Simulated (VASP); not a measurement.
Crystal: Cu.

```
CELL_PARAMETERS angstrom
0.00000 1.75981 1.75981
1.75981 0.00000 1.75981
1.75981 1.75981 0.00000
ATOMIC_POSITIONS crystal
Cu 0.00000 0.00000 0.00000
```

Base run:

* Program: VASP 6.6.1
* Functional: LDA
* Potentials or basis: VASP PAW LDA potentials, release 64 (Cu)
* Cutoff: 520 eV
* k mesh: 10 × 10 × 10
* Occupations: gaussian, width 0.1 eV
* Spin: no spin polarisation

Its results: pressure 1.1 GPa.

Problem. The run is repeated on the same cell with these changes: potentials or basis from VASP PAW LDA potentials, release 64 (Cu) to VASP PAW LDA potentials, release 64 (Cu_sv_GW); cutoff from 520 eV to 700 eV; further incar settings from ALGO = Fast; EDIFF = 1e-06; NBANDS = 12 to ALGO = Normal; EDIFF = 1e-06; NBANDS = 16; valence electrons from 11 to 19. What comes out?

Solution. Pressure -4.3 GPa.
